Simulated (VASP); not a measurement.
Set up this calculation in VASP 6.6.1, as the native input.

- Task: single point
- Functional: PBEsol
- Potentials or basis: VASP PAW PBE potentials, release 64 (Ga_d, Al, N)
- Cutoff: 520 eV
- k mesh: 4 × 4 × 1
- Occupations: fermi-dirac, width 0.05 eV
- Spin: collinear spin, ferromagnetic start
- Starting moments: [0.667, 0.667, 0.667, 0.667, 0.667, 0.667, 0.667, 0.667, 0.667, 0.667, 0.667, 0.667] μB
- Dipole correction: no
- Further INCAR settings: ALGO = Normal; EDIFF = 1e-06; NBANDS = 45

The structure of Al5GaN6 (an interface model) lies in POSCAR:

```
Al5GaN6
1.0
    3.1138160000      0.0000000000      0.0000000000
   -1.5569080000      2.6966440000      0.0000000000
    0.0000000000      0.0000000000     15.3182020000
Ga Al N
1 5 6
Direct
    0.6923950000      0.3381750000      0.1703240000
    0.6783420000      0.3465920000      0.5116130000
    0.6626440000      0.3300660000      0.8397760000
    0.3432610000      0.6683490000      0.3434050000
    0.3578020000      0.6787350000      0.6736190000
    0.3510800000      0.6726870000      0.0020740000
    0.3407330000      0.6669740000      0.1271510000
    0.3265890000      0.6476450000      0.4674160000
    0.3305660000      0.6454280000      0.7982360000
    0.6777930000      0.3390520000      0.2999120000
    0.6533510000      0.3234150000      0.6361910000
    0.6536610000      0.3160130000      0.9654530000
```

These files were run (other wordings do the same):

INCAR

```
PREC = Accurate
ENCUT = 520
EDIFF = 1E-6
ISMEAR = -1
SIGMA = 0.05
LREAL = False
LASPH = True
NELM = 200
ALGO = Normal
ISIF = 2
LWAVE = False
LCHARG = True
ISPIN = 2
MAGMOM = 0.667 0.667 0.667 0.667 0.667 0.667 0.667 0.667 0.667 0.667 0.667 0.667
LORBIT = 11
GGA = PS
LELF = True
LVHAR = True
NBANDS = 45
GGA_COMPAT = False
```

KPOINTS

```
regular mesh
0
Gamma
  4 4 1
```

Potentials or basis: VASP PAW PBE potentials, release 64 (Ga_d, Al, N).

The run is started by

```sh
$ cat potpaw_PBE.64/Ga_d/POTCAR potpaw_PBE.64/Al/POTCAR potpaw_PBE.64/N/POTCAR > POTCAR
$ mpirun -np 1 vasp_std > vasp.out
```

It gave:

```json
{
  "Pressure": "-1.1 GPa",
  "Largest force": "1.536 eV/Å",
  "Band gap on the k mesh": "2.93 eV",
  "Net moment": "0.00 μB per cell",
  "Valence electrons inside the program's atomic spheres": "Ga 11.93; Al 0.80, 0.79, 0.81 (each value once); N 3.79, 3.82, 3.83, 3.78, 3.85 (each value once)"
}
```

Caveat: the k points lie up to 0.58 Å⁻¹ apart; the PAW data sets were made with another functional, which shifts forces and pressure a little.

It took 73 s on 1 thread of AMD EPYC 9R45 96-Core Processor (Zen 5), with other jobs on the host, peak memory 0.3 GiB.
